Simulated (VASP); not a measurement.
Here is a VASP 6.6.1 calculation.

POSCAR

```
MgO
1.0
    0.0000000000      2.3732858892      2.1323010193
    2.3732858892      0.0000000000      2.1323010193
    2.3732858892      2.3732858892      0.0000000000
Mg O
1 1
Direct
    0.0000000000      0.0000000000      0.0000000000
    0.2500000000      0.2500000000      0.2500000000
```

Contents of INCAR.step1:

```
ALGO = Normal ; EDIFF = 1E-4
ENCUT = 520 ; GGA = PE
ISMEAR = 0 ; LASPH = T
LCHARG = F ; LREAL = F
LWAVE = T ; NBANDS = 11
NELM = 80 ; PREC = Accurate
SIGMA = 0.01
```

The input INCAR.step2:

```
ALGO = Normal ; EDIFF = 1E-6
ENCUT = 520 ; ISIF = 2
ISMEAR = 0 ; ISTART = 1
LASPH = T ; LCHARG = F
LMIXTAU = T ; LREAL = F
LWAVE = F ; METAGGA = R2SCAN
NBANDS = 11 ; NELM = 80
PREC = Accurate ; SIGMA = 0.01
```

The input KPOINTS:

```
k-points
0
Gamma
  10 10 10
```

Potentials or basis: VASP PAW PBE potentials, release 64 (Mg, O).

The run is started by

```bash
$ cat potpaw_PBE.64/Mg/POTCAR potpaw_PBE.64/O/POTCAR > POTCAR
$ cp INCAR.step1 INCAR
$ mpirun -np 1 vasp_std > vasp.out
$ cp INCAR.step2 INCAR
$ mpirun -np 1 vasp_std > vasp.out
```

**Question.** Predict the pressure.

**Answer.** -2.5 GPa.

**Question.** Predict the band gap on the k mesh.

**Answer.** 4.11 eV, direct.

Stress tensor (GPa, compression positive):
```
-3.56  0.00  0.00
 0.00 -3.56  0.00
 0.00  0.00 -0.52
```

Caveat: the cell differs from its parent crystal (epitaxial xy strain +4.0%); the PAW data sets were made with another functional, which shifts forces and pressure a little.
